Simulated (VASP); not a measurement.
# SnO (P4/nmm) in VASP: relaxation of cell and atoms with PBEsol

Aim: the relaxation of cell and atoms of SnO with PBEsol.

All numbers are computed with VASP 6.6.1; they aren't measurements. Logs are shortened: lines on timing, memory, paths and dates and some standing lists are left out, and cuts for length are marked.

## 1. The cell of the first run

The structure is tetragonal, space group P4/nmm (No. 129). Conventional cell: a = 3.838 Å, b = 3.838 Å, c = 4.763 Å, α = 90.00°, β = 90.00°, γ = 90.00°. Sn (site symmetry 4mm) has 4 O at 2.24 Å within 3.0 Å. Within 3.0 Å of O (site symmetry -4m2) lie 4 Sn at 2.24 Å and 4 O at 2.71 Å.

## 2. Relaxation of cell and atoms, PBEsol

The input, INCAR:

```
SYSTEM = SnO
PREC = Accurate ; ENCUT = 600
EDIFF = 1E-6 ; ISMEAR = 0
SIGMA = 0.1 ; LREAL = .FALSE.
LASPH = .TRUE. ; NELM = 60
ALGO = Normal ; ISIF = 3
LWAVE = .FALSE. ; LCHARG = .FALSE.
GGA = PS ; IBRION = 2
NSW = 70 ; EDIFFG = -0.005
```

The input, KPOINTS:

```
regular mesh
0
G
  12 12 10
  0 0 0
```

The input, POSCAR:

```
SnO
1.0
    3.8379919982      0.0000000000      0.0000000000
    0.0000000000      3.8379919982      0.0000000000
    0.0000000000      0.0000000000      4.7630455638
Sn O
2 2
Direct
    0.5000000000      0.0000000000      0.2431246848
    0.0000000000      0.5000000000      0.7568753152
    0.0000000000      0.0000000000      0.0000000000
    0.5000000000      0.5000000000      0.0000000000
```

Potentials or basis: VASP PAW PBE potentials, release 64 (Sn_d, O).

Started as:

```
cat potpaw_PBE.64/Sn_d/POTCAR potpaw_PBE.64/O/POTCAR > POTCAR
mpirun -np 1 vasp_std > vasp.out
```

OUTCAR:

```text
SYSTEM = SnO
   PREC = Accurate
   ENCUT = 600
   EDIFF = 1E-6
   ISMEAR = 0
   LREAL = .FALSE.
   LASPH = .TRUE.
   NELM = 60
   ISIF = 3
   GGA = PS
   IBRION = 2
   NSW = 70
   EDIFFG = -0.005

 ion  position               nearest neighbor table
   1  0.500  0.000  0.243-   3 2.24   4 2.24   4 2.24   3 2.24   2 3.57   2 3.57   2 3.57   2 3.57
                             2 3.65   2 3.65   2 3.65   2 3.65
   2  0.000  0.500  0.757-   3 2.24   4 2.24   3 2.24   4 2.24   1 3.57   1 3.57   1 3.57   1 3.57
                             1 3.65   1 3.65   1 3.65   1 3.65
   3  0.000  0.000  0.000-   1 2.24   2 2.24   2 2.24   1 2.24
   4  0.500  0.500  0.000-   1 2.24   2 2.24   1 2.24   2 2.24

  LATTYP: Found a simple tetragonal cell.
 ALAT       =     3.8379919982
 C/A-ratio  =     1.2410254024

  Lattice vectors:

 A1 = (   3.8379919982,   0.0000000000,   0.0000000000)
 A2 = (   0.0000000000,   3.8379919982,   0.0000000000)
 A3 = (   0.0000000000,   0.0000000000,   4.7630455638)

Analysis of symmetry for initial positions (statically):
=====================================================================
 Subroutine PRICEL returns:
 Original cell was already a primitive cell.

 Routine SETGRP: Setting up the symmetry group for a
 simple tetragonal supercell.

 Subroutine GETGRP returns: Found 16 space group operations
 (whereof  8 operations were pure point group operations)
 out of a pool of 16 trial point group operations.

The static configuration has the point symmetry D_2d.
 The point group associated with its full space group is D_4h.

Analysis of symmetry for dynamics (positions and initial velocities):
=====================================================================
 Subroutine PRICEL returns:
 Original cell was already a primitive cell.

 Routine SETGRP: Setting up the symmetry group for a
 simple tetragonal supercell.

 Subroutine GETGRP returns: Found 16 space group operations
 (whereof  8 operations were pure point group operations)
 out of a pool of 16 trial point group operations.

The dynamic configuration has the point symmetry D_2d.
 The point group associated with its full space group is D_4h.

 Subroutine INISYM returns: Found 16 space group operations
 (whereof  8 operations are pure point group operations),
 and found     1 'primitive' translations

----------------------------------------------------------------------------------------

                                     Primitive cell

  volume of cell :      70.1605

  direct lattice vectors                    reciprocal lattice vectors
     3.837991998  0.000000000  0.000000000     0.260552914  0.000000000  0.000000000
     0.000000000  3.837991998  0.000000000     0.000000000  0.260552914  0.000000000
     0.000000000  0.000000000  4.763045564     0.000000000  0.000000000  0.209949703

  length of vectors
     3.837991998  3.837991998  4.763045564     0.260552914  0.260552914  0.209949703

  position of ions in fractional coordinates (direct lattice)
     0.500000000  0.000000000  0.243124685
     0.000000000  0.500000000  0.756875315
     0.000000000  0.000000000  0.000000000
     0.500000000  0.500000000  0.000000000

  ion indices of the primitive-cell ions
   primitive index   ion index
                 1           1
                 2           2
                 3           3
                 4           4

----------------------------------------------------------------------------------------

 KPOINTS: regular mesh

Automatic generation of k-mesh.
 Grid dimensions read from file:
 generate k-points for:   12   12   10

 Generating k-lattice:

  Cartesian coordinates                     Fractional coordinates (reciprocal lattice)
     0.021712743  0.000000000  0.000000000     0.083333333  0.000000000  0.000000000
     0.000000000  0.021712743  0.000000000     0.000000000  0.083333333  0.000000000
     0.000000000  0.000000000  0.020994970     0.000000000  0.000000000  0.100000000

  Length of vectors
     0.021712743  0.021712743  0.020994970

  Shift w.r.t. Gamma in fractional coordinates (k-lattice)
     0.000000000  0.000000000  0.000000000

 Subroutine IBZKPT returns following result:
 ===========================================

 Found    168 irreducible k-points:

 Following reciprocal coordinates:
            Coordinates               Weight
  0.000000  0.000000  0.000000      1.000000
  0.083333  0.000000  0.000000      4.000000
  0.166667  0.000000  0.000000      4.000000
  0.250000  0.000000  0.000000      4.000000
  0.333333  0.000000  0.000000      4.000000
  0.416667  0.000000  0.000000      4.000000
[... 16 lines left out ...]
  0.333333  0.333333  0.000000      4.000000
  0.416667  0.333333  0.000000      8.000000
 [... further k-points ...]
   k-points           NKPTS =    168   k-points in BZ     NKDIM =    168   number of bands    NBANDS=     24
   number of dos      NEDOS =    301   number of ions     NIONS =      4
   total plane-waves  NPLWV =  40960
   dimension x,y,z NGX =    32 NGY =   32 NGZ =   40
   dimension x,y,z NGXF=    64 NGYF=   64 NGZF=   80
   ions per type =               2   2
   NGX,Y,Z   is equivalent  to a cutoff of  13.86, 13.86, 13.96 a.u.
   NGXF,Y,Z  is equivalent  to a cutoff of  27.72, 27.72, 27.92 a.u.
 SYSTEM =  SnO
   PREC   = accura    normal or accurate (medium, high low for compatibility)
   ISTART =      0    job   : 0-new  1-cont  2-samecut
   ICHARG =      2    charge: 1-file 2-atom 10-const
   ISPIN  =      1    spin polarized calculation?
   LNONCOLLINEAR =      F non collinear calculations
   LSORBIT =      F    spin-orbit coupling
   LASPH  =      T    aspherical Exc in radial PAW
   ENCUT  =  600.0 eV  44.10 Ry    6.64 a.u.   7.67  7.67  9.51*2*pi/ulx,y,z
   NELM   =     60;   NELMIN=  2; NELMDL= -5     # of ELM steps
   EDIFF  = 0.1E-05   stopping-criterion for ELM
   LREAL  =      F    real-space projection
   EDIFFG = -.5E-02   stopping-criterion for IOM
   NSW    =     70    number of steps for IOM
   IBRION =      2    ionic relax: 0-MD 1-quasi-New 2-CG
   NFREE  =      1    steps in history (QN), initial steepest desc. (CG)
   ISIF   =      3    stress and relaxation
   ISYM   =      2    0-nonsym 1-usesym 2-fastsym
   POTIM  = 0.5000    time-step for ionic-motion
   TEBEG  =    0.0;   TEEND  =   0.0 temperature during run
   PSTRESS=    0.0 pullay stress
   NELECT =      40.0000    total number of electrons
   NUPDOWN=      -1.0000    fix difference up-down
   EMIN   =  10.00;   EMAX   =-10.00  energy-range for DOS
   EFERMI =   0.00;   METHOD = LEGACY
   ISMEAR =     0;   SIGMA  =   0.10  broadening in eV -4-tet -1-fermi 0-gaus
   EFERMI_NEDOS =   21; number of points for ismear=-14 and -15
   IALGO  =     38    algorithm
   IMIX   =      4    mixing-type and parameters
     AMIX     =   0.40;   BMIX     =  1.00
     AMIX_MAG =   1.60;   BMIX_MAG =  1.00
  volume/ion in A,a.u.               =      17.54       118.37
  Fermi-wavevector in a.u.,A,eV,Ry     =   1.357471  2.565248 25.071828  1.842727
  Thomas-Fermi vector in A             =   2.484387
   LORBIT       =      0    0 simple, 1 ext, 2 COOP (PROOUT), +10 PAW based schemes
   GGA     = PS    functional components
   LHFCALC =     F    Hartree Fock is set to
   AEXX    =    0.0000 exact exchange contribution
   IVDW    =     0    specifies the selected vdW correction
   LEPSILON=     F    determine dielectric tensor
   LRPA    =     F    only Hartree local field effects (RPA)
 conjugate gradient relaxation of ions
 non-spin polarized calculation
 Gauss-broadening in eV      SIGMA  =   0.10
  energy-cutoff  :      600.00
  volume of cell :       70.16
 maximum number of plane-waves:      2363
 NGX is ok and might be reduce to    32
   NGX = 15   NGY = 15   NGZ = 19

--------------------------------------- Ionic step        1  -------------------------------------------

 number of electron      40.0000013 magnetization

 Free energy of the ion-electron system (eV)
  ---------------------------------------------------
  ext. energy  EPLUGINS =         0.00000000
  ---------------------------------------------------
  free energy    TOTEN  =       -24.21238873 eV

  energy without entropy =      -24.21185470  energy(sigma->0) =      -24.21212172

------------------------ aborting loop because EDIFF is reached ----------------------------------------

  FORCE on cell =-STRESS in cart. coord.  units (eV):
  Direction    XX          YY          ZZ          XY          YZ          ZX
  --------------------------------------------------------------------------------------
  -------------------------------------------------------------------------------------
  Total       -0.9518860     -0.9518860     -0.6186861      0.0000000      0.0000000      0.0000000
  in kB      -21.7371519    -21.7371519    -14.1282395      0.0000000      0.0000000      0.0000000
  external PRESSURE =     -19.2008477 kB  Pullay stress =       0.0000000 kB
[... 95 lines left out ...]
  FREE ENERGIE OF THE ION-ELECTRON SYSTEM (eV)
  ---------------------------------------------------
  free  energy   TOTEN  =       -24.2203684326 eV

  energy  without entropy=      -24.2197399260  energy(sigma->0) =      -24.22005418

[... ionic steps 4 to 10 ...]

--------------------------------------- Ionic step       11  -------------------------------------------

 number of electron      40.0000023 magnetization

------------------------ aborting loop because EDIFF is reached ----------------------------------------
[... 71 lines left out ...]
--------------------------------------- Ionic step       13  -------------------------------------------

 number of electron      40.0000023 magnetization

 Free energy of the ion-electron system (eV)
  ---------------------------------------------------
  ext. energy  EPLUGINS =         0.00000000
  ---------------------------------------------------
  free energy    TOTEN  =       -24.22146328 eV

  energy without entropy =      -24.22058866  energy(sigma->0) =      -24.22102597

 E-fermi :   7.3042     XC(G=0): -10.6220

 val. band max:        7.2874273573   @ k =   0.5000   0.5000   0.1000
 cond. band min:       7.4404170836   @ k =   0.4167   0.4167   0.0000
 fundamental gap:      0.1529897264
 Fermi energy:         7.3041753181

 k-point     1 :       0.0000    0.0000    0.0000
  band No.  band energies     occupation
      1     -14.6641      2.00000
      2     -14.2280      2.00000
      3     -14.2280      2.00000
      4     -14.2165      2.00000
      5     -14.1767      2.00000
      6     -14.1738      2.00000
[... 637 lines left out ...]
     23      11.7023      0.00000
     24      12.0689      0.00000

 [... further k-points ...]

------------------------ aborting loop because EDIFF is reached ----------------------------------------

  FORCE on cell =-STRESS in cart. coord.  units (eV):
  Direction    XX          YY          ZZ          XY          YZ          ZX
  --------------------------------------------------------------------------------------
  -------------------------------------------------------------------------------------
  Total       -0.0053452     -0.0053452     -0.0043184      0.0000000      0.0000000      0.0000000
  in kB       -0.1249957     -0.1249957     -0.1009846      0.0000000      0.0000000      0.0000000
  external PRESSURE =      -0.1169920 kB  Pullay stress =       0.0000000 kB
[... 19 lines left out ...]
  FREE ENERGIE OF THE ION-ELECTRON SYSTEM (eV)
  ---------------------------------------------------
  free  energy   TOTEN  =       -24.2214632792 eV

  energy  without entropy=      -24.2205886650  energy(sigma->0) =      -24.22102597

 reached required accuracy - stopping structural energy minimisation
```

Wall time 14 min (1 thread of Intel Xeon 6975P-C (Granite Rapids), shared host); peak memory 0.42 GiB.

Results:

- Free energy: -24.2215 eV
- Relaxed volume: 17.13 Å³/atom
- Relaxed cell: a = 3.805 Å, b = 3.805 Å, c = 4.731 Å, α = 90.00°, β = 90.00°, γ = 90.00°
- Space group after relaxing (to 0.1 Å): P4/nmm (No. 129)
- Energy gained by relaxing: 2.3 meV/atom
- Ionic steps: 13
- Pressure after relaxing: 0.0 GPa
- Band gap on the k mesh: zero (bands 20 and 21 overlap by 0.15 eV)

The path:
| step | energy change (eV) | largest force (eV/Å) | pressure (GPa) | volume (Å³) |
| --- | --- | --- | --- | --- |
| 1 | 0.0000 | 0.2062 | -1.92 | 70.16 |
| 2 | -0.0008 | 0.3800 | 1.71 | 68.05 |
| 3 | -0.0080 | 0.0868 | -0.10 | 69.07 |
| 4 | -0.0087 | 0.0429 | -0.07 | 68.91 |
| 5 | -0.0089 | 0.0109 | -0.04 | 68.79 |
| 6 | -0.0089 | 0.0061 | -0.01 | 68.77 |
| 7 | -0.0089 | 0.0111 | -0.04 | 68.78 |
| 8 | -0.0090 | 0.0090 | -0.02 | 68.73 |
| 9 | -0.0090 | 0.0080 | 0.01 | 68.61 |
| 10 | -0.0090 | 0.0078 | 0.10 | 68.37 |
| 11 | -0.0091 | 0.0091 | 0.05 | 68.50 |
| 12 | -0.0090 | 0.0293 | -0.16 | 68.57 |
| 13 | -0.0091 | 0.0008 | -0.01 | 68.51 |

Final structure:
```yaml
crystal:
  lattice:
    - [3.80538, 0.00000, 0.00000]
    - [0.00000, 3.80538, 0.00000]
    - [0.00000, 0.00000, 4.73134]
  atoms:
    - { symbol: Sn, position: [0.50000, 0.00000, 0.24430] }
    - { symbol: Sn, position: [0.00000, 0.50000, 0.75570] }
    - { symbol: O, position: [0.00000, 0.00000, 0.00000] }
    - { symbol: O, position: [0.50000, 0.50000, 0.00000] }
```

Levels at points of the mesh, in eV from the Fermi level:
```csv
k point,band 18,band 19,band 20,band 21,band 22,band 23
"(0.00, 0.00, 0.00)",-3.22,-3.22,-0.05,2.10,4.47,4.47
"(0.50, 0.00, 0.00)",-4.92,-2.84,-2.84,3.23,3.23,5.77
"(0.50, 0.50, 0.00)",-2.55,-1.94,-1.94,-0.18,-0.18,4.36
"(0.00, 0.00, 0.50)",-3.23,-3.01,-2.25,1.56,2.69,2.69
"(0.50, 0.00, 0.50)",-4.87,-1.79,-1.79,2.62,2.62,5.22
"(0.50, 0.50, 0.50)",-2.87,-2.55,-2.55,2.21,2.21,4.15
```

Caveat: semilocal functionals underestimate gaps, and a narrow one can read as zero; the PAW data sets were made with another functional, which shifts forces and pressure a little; spin-orbit coupling is left out, which moves the levels of the heavy elements.

The gap in the log of VASP goes by the Fermi energy; the results here count the filled bands.